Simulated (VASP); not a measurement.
# MgBe2SO2 (P-4m2) in VASP: further runs

MgBe2SO2 is run at these levels: PBE; tasks: single point, relaxation of cell and atoms.

Everything below comes from runs of VASP 6.6.1. Logs are shortened: lines on timing, memory, paths and dates and some standing lists are left out, and cuts for length are marked.

**1. The cell of the first run**

It takes space group P-4m2 (No. 115, tetragonal). The conventional cell has a = 3.347 Å, b = 3.347 Å, c = 9.750 Å, α = 90.00°, β = 90.00°, γ = 90.00°. Within 2.4 Å of Mg (site symmetry -4m2) lie 4 O at 1.82 Å and 4 Be at 2.37 Å. Within 2.4 Å of Be (site symmetry -4m2) lie 4 O at 1.82 Å and 4 Mg at 2.37 Å. Be (site symmetry -4m2) has 4 S at 2.37 Å within 3.1 Å. S (site symmetry -4m2) has 4 Be at 2.37 Å within 3.1 Å. Within 2.4 Å of O (site symmetry 2mm) lie 2 Mg at 1.82 Å and 2 Be at 1.82 Å.

The cell was built from a structure type or drawn by symmetry, and may not be a known phase.

**2. Single point, PBE**

Contents of INCAR:

```
PREC = Accurate ; ENCUT = 520
EDIFF = 1E-7 ; ISMEAR = 0
SIGMA = 0.01 ; LREAL = False
LASPH = True ; NELM = 60
ALGO = Normal ; ISIF = 2
LWAVE = False ; LCHARG = False
GGA = PE ; NBANDS = 21
```

Contents of KPOINTS:

```
regular mesh
0
Gamma
  10 10 4
```

Contents of POSCAR:

```
MgBe2SO2
1.0
    3.3465409409      0.0000000000      0.0000000000
    0.0000000000      3.3465409409      0.0000000000
    0.0000000000      0.0000000000      9.7502794999
Mg Be S O
1 2 1 2
Direct
    0.0000000000      0.0000000000      0.0000000000
    0.5000000000      0.5000000000      0.0000000000
    0.0000000000      0.0000000000      0.5000000000
    0.5000000000      0.5000000000      0.5000000000
    0.5000000000      0.0000000000      0.9276887904
    0.0000000000      0.5000000000      0.0723112096
```

Potentials or basis: VASP PAW PBE potentials, release 64 (Mg, Be, S, O).

The run is started by

```bash
$ cat potpaw_PBE.64/Mg/POTCAR potpaw_PBE.64/Be/POTCAR potpaw_PBE.64/S/POTCAR potpaw_PBE.64/O/POTCAR > POTCAR
$ mpirun -np 1 vasp_std > vasp.out
```

OUTCAR:

```text
PREC = Accurate
   ENCUT = 520
   EDIFF = 1E-7
   ISMEAR = 0
   LREAL = False
   LASPH = True
   NELM = 60
   ISIF = 2
   GGA = PE

 ion  position               nearest neighbor table
   1  0.000  0.000  0.000-   5 1.82   6 1.82   6 1.82   5 1.82   2 2.37   2 2.37   2 2.37   2 2.37

   2  0.500  0.500  0.000-   5 1.82   6 1.82   5 1.82   6 1.82   1 2.37   1 2.37   1 2.37   1 2.37

   3  0.000  0.000  0.500-   4 2.37   4 2.37   4 2.37   4 2.37
   4  0.500  0.500  0.500-   3 2.37   3 2.37   3 2.37   3 2.37
   5  0.500  0.000  0.928-   1 1.82   2 1.82   2 1.82   1 1.82
   6  0.000  0.500  0.072-   1 1.82   2 1.82   1 1.82   2 1.82

  LATTYP: Found a simple tetragonal cell.
 ALAT       =     3.3465409409
 C/A-ratio  =     2.9135395837

  Lattice vectors:

 A1 = (   3.3465409409,   0.0000000000,   0.0000000000)
 A2 = (   0.0000000000,   3.3465409409,   0.0000000000)
 A3 = (   0.0000000000,   0.0000000000,   9.7502794999)

Analysis of symmetry for initial positions (statically):
=====================================================================
 Subroutine PRICEL returns:
 Original cell was already a primitive cell.

 Routine SETGRP: Setting up the symmetry group for a
 simple tetragonal supercell.

 Subroutine GETGRP returns: Found  8 space group operations
 (whereof  8 operations were pure point group operations)
 out of a pool of 16 trial point group operations.

The static configuration has the point symmetry D_2d.

Analysis of symmetry for dynamics (positions and initial velocities):
=====================================================================
 Subroutine PRICEL returns:
 Original cell was already a primitive cell.

 Routine SETGRP: Setting up the symmetry group for a
 simple tetragonal supercell.

 Subroutine GETGRP returns: Found  8 space group operations
 (whereof  8 operations were pure point group operations)
 out of a pool of 16 trial point group operations.

The dynamic configuration has the point symmetry D_2d.

 Subroutine INISYM returns: Found  8 space group operations
 (whereof  8 operations are pure point group operations),
 and found     1 'primitive' translations

----------------------------------------------------------------------------------------

                                     Primitive cell

  volume of cell :     109.1967

  direct lattice vectors                    reciprocal lattice vectors
     3.346540941  0.000000000  0.000000000     0.298816007  0.000000000  0.000000000
     0.000000000  3.346540941  0.000000000     0.000000000  0.298816007  0.000000000
     0.000000000  0.000000000  9.750279500     0.000000000  0.000000000  0.102561162

  length of vectors
     3.346540941  3.346540941  9.750279500     0.298816007  0.298816007  0.102561162

  position of ions in fractional coordinates (direct lattice)
     0.000000000  0.000000000  0.000000000
     0.500000000  0.500000000  0.000000000
     0.000000000  0.000000000  0.500000000
     0.500000000  0.500000000  0.500000000
     0.500000000  0.000000000  0.927688790
     0.000000000  0.500000000  0.072311210

  ion indices of the primitive-cell ions
   primitive index   ion index
                 1           1
                 2           2
                 3           3
                 4           4
                 5           5
                 6           6

----------------------------------------------------------------------------------------

 KPOINTS: regular mesh

Automatic generation of k-mesh.
 Grid dimensions read from file:
 generate k-points for:   10   10    4

 Generating k-lattice:

  Cartesian coordinates                     Fractional coordinates (reciprocal lattice)
     0.029881601  0.000000000  0.000000000     0.100000000  0.000000000  0.000000000
     0.000000000  0.029881601  0.000000000     0.000000000  0.100000000  0.000000000
     0.000000000  0.000000000  0.025640291     0.000000000  0.000000000  0.250000000

  Length of vectors
     0.029881601  0.029881601  0.025640291

  Shift w.r.t. Gamma in fractional coordinates (k-lattice)
     0.000000000  0.000000000  0.000000000

 Subroutine IBZKPT returns following result:
 ===========================================

 Found     63 irreducible k-points:

 Following reciprocal coordinates:
            Coordinates               Weight
  0.000000  0.000000  0.000000      1.000000
  0.100000  0.000000  0.000000      4.000000
  0.200000  0.000000  0.000000      4.000000
  0.300000  0.000000  0.000000      4.000000
  0.400000  0.000000  0.000000      4.000000
  0.500000  0.000000  0.000000      2.000000
[... 16 lines left out ...]
  0.100000  0.000000  0.250000      8.000000
  0.200000  0.000000  0.250000      8.000000
 [... further k-points ...]
   k-points           NKPTS =     63   k-points in BZ     NKDIM =     63   number of bands    NBANDS=     21
   number of dos      NEDOS =    301   number of ions     NIONS =      6
   total plane-waves  NPLWV =  62720
   dimension x,y,z NGX =    28 NGY =   28 NGZ =   80
   dimension x,y,z NGXF=    56 NGYF=   56 NGZF=  160
   ions per type =               1   2   1   2
   NGX,Y,Z   is equivalent  to a cutoff of  13.91, 13.91, 13.64 a.u.
   NGXF,Y,Z  is equivalent  to a cutoff of  27.82, 27.82, 27.28 a.u.
 SYSTEM =  unknown system
   PREC   = accura    normal or accurate (medium, high low for compatibility)
   ISTART =      0    job   : 0-new  1-cont  2-samecut
   ICHARG =      2    charge: 1-file 2-atom 10-const
   ISPIN  =      1    spin polarized calculation?
   LNONCOLLINEAR =      F non collinear calculations
   LSORBIT =      F    spin-orbit coupling
   LASPH  =      T    aspherical Exc in radial PAW
   ENCUT  =  520.0 eV  38.22 Ry    6.18 a.u.   6.22  6.22 18.13*2*pi/ulx,y,z
   NELM   =     60;   NELMIN=  2; NELMDL= -5     # of ELM steps
   EDIFF  = 0.1E-06   stopping-criterion for ELM
   LREAL  =      F    real-space projection
   EDIFFG = 0.1E-05   stopping-criterion for IOM
   NSW    =      0    number of steps for IOM
   IBRION =     -1    ionic relax: 0-MD 1-quasi-New 2-CG
   NFREE  =      0    steps in history (QN), initial steepest desc. (CG)
   ISIF   =      2    stress and relaxation
   ISYM   =      2    0-nonsym 1-usesym 2-fastsym
   POTIM  = 0.5000    time-step for ionic-motion
   TEBEG  =    0.0;   TEEND  =   0.0 temperature during run
   PSTRESS=    0.0 pullay stress
   NELECT =      24.0000    total number of electrons
   NUPDOWN=      -1.0000    fix difference up-down
   EMIN   =  10.00;   EMAX   =-10.00  energy-range for DOS
   EFERMI =   0.00;   METHOD = LEGACY
   ISMEAR =     0;   SIGMA  =   0.01  broadening in eV -4-tet -1-fermi 0-gaus
   EFERMI_NEDOS =   21; number of points for ismear=-14 and -15
   IALGO  =     38    algorithm
   IMIX   =      4    mixing-type and parameters
     AMIX     =   0.40;   BMIX     =  1.00
     AMIX_MAG =   1.60;   BMIX_MAG =  1.00
  volume/ion in A,a.u.               =      18.20       122.82
  Fermi-wavevector in a.u.,A,eV,Ry     =   0.987966  1.866986 13.280339  0.976077
  Thomas-Fermi vector in A             =   2.119459
   LORBIT       =      0    0 simple, 1 ext, 2 COOP (PROOUT), +10 PAW based schemes
   GGA     = PE    functional components
   LHFCALC =     F    Hartree Fock is set to
   AEXX    =    0.0000 exact exchange contribution
   IVDW    =     0    specifies the selected vdW correction
   LEPSILON=     F    determine dielectric tensor
   LRPA    =     F    only Hartree local field effects (RPA)
 non-spin polarized calculation
 Gauss-broadening in eV      SIGMA  =   0.01
  energy-cutoff  :      520.00
  volume of cell :      109.20
 maximum number of plane-waves:      2976
 NGX is ok and might be reduce to    28
   NGX = 13   NGY = 13   NGZ = 37

 number of electron      24.0000010 magnetization

 Free energy of the ion-electron system (eV)
  ---------------------------------------------------
  ext. energy  EPLUGINS =         0.00000000
  ---------------------------------------------------
  free energy    TOTEN  =       -31.04653871 eV

  energy without entropy =      -31.04653871  energy(sigma->0) =      -31.04653871

 E-fermi :   0.7358     XC(G=0):  -7.4374

 val. band max:        0.6648768336   @ k =   0.5000   0.0000   0.0000
 cond. band min:       0.9456096727   @ k =   0.5000   0.5000   0.0000
 fundamental gap:      0.2807328391
 Fermi energy:         0.7358061160

 k-point     1 :       0.0000    0.0000    0.0000
  band No.  band energies     occupation
      1     -18.4371      2.00000
      2     -16.9833      2.00000
      3     -11.9778      2.00000
      4      -4.4778      2.00000
      5      -4.4778      2.00000
      6      -2.9880      2.00000
[... 13 lines left out ...]
     20      10.5319      0.00000
     21      10.6990      0.00000

 k-point     2 :       0.1000    0.0000    0.0000
  band No.  band energies     occupation
      1     -18.3939      2.00000
      2     -17.0068      2.00000
      3     -11.9095      2.00000
      4      -4.6423      2.00000
      5      -4.4326      2.00000
      6      -2.8894      2.00000
[... 13 lines left out ...]
     20       9.6946      0.00000
     21      10.4813      0.00000

 k-point     3 :       0.2000    0.0000    0.0000
  band No.  band energies     occupation
      1     -18.2700      2.00000
      2     -17.0794      2.00000
      3     -11.7190      2.00000
      4      -4.9387      2.00000
      5      -4.3044      2.00000
      6      -3.2997      2.00000
[... 13 lines left out ...]
     20       9.2442      0.00000
     21      10.1291      0.00000
[... 457 lines left out ...]
 k-point    23 :       0.1000    0.0000    0.2500
  band No.  band energies     occupation
      1     -18.3940      2.00000
      2     -17.0069      2.00000
      3     -11.9096      2.00000
      4      -4.6417      2.00000
      5      -4.4326      2.00000
      6      -2.8993      2.00000
[... 13 lines left out ...]
     20       9.6946      0.00000
     21      10.5413      0.00000

 k-point    24 :       0.2000    0.0000    0.2500
  band No.  band energies     occupation
      1     -18.2700      2.00000
      2     -17.0794      2.00000
      3     -11.7190      2.00000
      4      -4.9378      2.00000
      5      -4.3044      2.00000
      6      -3.3010      2.00000
[... 13 lines left out ...]
     20       9.4025      0.00000
     21      10.2547      0.00000

 [... further k-points ...]

------------------------ aborting loop because EDIFF is reached ----------------------------------------

  FORCE on cell =-STRESS in cart. coord.  units (eV):
  Direction    XX          YY          ZZ          XY          YZ          ZX
  --------------------------------------------------------------------------------------
  -------------------------------------------------------------------------------------
  Total        0.1653894      0.1653894      0.0040278      0.0000000      0.0000000      0.0000000
  in kB        2.4266598      2.4266598      0.0590981      0.0000000      0.0000000      0.0000000
  external PRESSURE =       1.6374726 kB  Pullay stress =       0.0000000 kB

 VOLUME and BASIS-vectors are now :
 -----------------------------------------------------------------------------
  energy-cutoff  :      520.00
  volume of cell :      109.20
      direct lattice vectors                 reciprocal lattice vectors
     3.346540941  0.000000000  0.000000000     0.298816007  0.000000000  0.000000000
     0.000000000  3.346540941  0.000000000     0.000000000  0.298816007  0.000000000
     0.000000000  0.000000000  9.750279500     0.000000000  0.000000000  0.102561162

 POSITION                                       TOTAL-FORCE (eV/Angst)
 -----------------------------------------------------------------------------------
      0.00000      0.00000      0.00000         0.000000     -0.000000      0.000000
      1.67327      1.67327      0.00000        -0.000000     -0.000000      0.000000
      0.00000      0.00000      4.87514        -0.000000     -0.000000      0.000000
      1.67327      1.67327      4.87514        -0.000000      0.000000      0.000000
      1.67327      0.00000      9.04522        -0.000000     -0.000000     -0.025524
      0.00000      1.67327      0.70505         0.000000     -0.000000      0.025524
 -----------------------------------------------------------------------------------
    total drift:                                0.000000      0.000000     -0.000000

  FREE ENERGIE OF THE ION-ELECTRON SYSTEM (eV)
  ---------------------------------------------------
  free  energy   TOTEN  =       -31.0465387066 eV

  energy  without entropy=      -31.0465387066  energy(sigma->0) =      -31.04653871
```

It took 4.5 min on 1 thread of Intel Xeon Platinum 8488C (Sapphire Rapids), shared host; peak memory 0.34 GiB.

Results:

```
Free energy            : -31.0465 eV
Pressure               : 0.2 GPa
Largest force          : 0.026 eV/Å
Band gap on the k mesh : 0.28 eV (least direct gap 0.60 eV)
```

Forces in eV/Å, atoms in the order of the input:
```
Mg   0.000  0.000  0.000
Be   0.000  0.000  0.000
Be   0.000  0.000  0.000
S    0.000  0.000  0.000
O    0.000  0.000 -0.026
O    0.000  0.000  0.026
```

**3. Single point, PBE**

Contents of INCAR:

```
SYSTEM = MgBe2SO2
PREC = Accurate ; ENCUT = 520
EDIFF = 1E-7 ; ISMEAR = 0
SIGMA = 0.01 ; LREAL = .FALSE.
LASPH = .TRUE. ; NELM = 60
ALGO = Normal ; ISIF = 2
LWAVE = .FALSE. ; LCHARG = .FALSE.
GGA = PE ; NBANDS = 21
```

Contents of KPOINTS:

```
Automatic mesh
0
G
  10 10 4
  0 0 0
```

POSCAR is that of step 2.

Potentials or basis: VASP PAW PBE potentials, release 64 (Mg, Be, S, O).

The run is started by

```bash
$ cat potpaw_PBE.64/Mg/POTCAR potpaw_PBE.64/Be/POTCAR potpaw_PBE.64/S/POTCAR potpaw_PBE.64/O/POTCAR > POTCAR
$ mpirun -np 1 vasp_std > vasp.out
```

Run time: 4.4 min. Hardware: 1 thread of Intel Xeon Platinum 8488C (Sapphire Rapids), shared host; peak memory 0.33 GiB.

It converged, with:

| Item | Value |
| --- | --- |
| Free energy | -31.0465 eV |
| Pressure | 0.2 GPa |
| Largest force | 0.026 eV/Å |
| Band gap on the k mesh | 0.28 eV (least direct gap 0.60 eV) |

Forces on the atoms (eV/Å):
```
Mg   0.000  0.000  0.000
Be   0.000  0.000  0.000
Be   0.000  0.000  0.000
S    0.000  0.000  0.000
O    0.000  0.000 -0.026
O    0.000  0.000  0.026
```

Stress tensor (GPa, compression positive):
```
0.24 0.00 0.00
0.00 0.24 0.00
0.00 0.00 0.01
```

Levels at points of the mesh, in eV from the valence-band top:
| k point | band 8 | band 9 | band 10 | band 11 | band 12 | band 13 | band 14 | band 15 | band 16 | band 17 |
| --- | --- | --- | --- | --- | --- | --- | --- | --- | --- | --- |
| (0.00, 0.00, 0.00) | -2.70 | -2.70 | -2.50 | -1.40 | -1.40 | 2.06 | 3.10 | 4.77 | 5.87 | 6.59 |
| (0.50, 0.00, 0.00) | -3.27 | -2.55 | -2.34 | -1.11 | 0.00 | 2.52 | 4.39 | 4.66 | 5.44 | 6.09 |
| (0.50, 0.50, 0.00) | -3.69 | -3.24 | -3.24 | -3.02 | -0.32 | 0.28 | 4.58 | 6.15 | 6.15 | 7.31 |
| (0.00, 0.00, 0.50) | -2.70 | -2.70 | -2.54 | -1.40 | -1.40 | 2.28 | 3.00 | 4.62 | 5.93 | 6.31 |
| (0.50, 0.00, 0.50) | -3.27 | -2.55 | -2.35 | -1.11 | 0.00 | 2.51 | 4.39 | 4.66 | 5.35 | 6.31 |
| (0.50, 0.50, 0.50) | -3.69 | -3.24 | -3.24 | -3.02 | -0.32 | 0.28 | 4.58 | 6.03 | 6.03 | 7.55 |

(Part 1 of 2 ends here.)
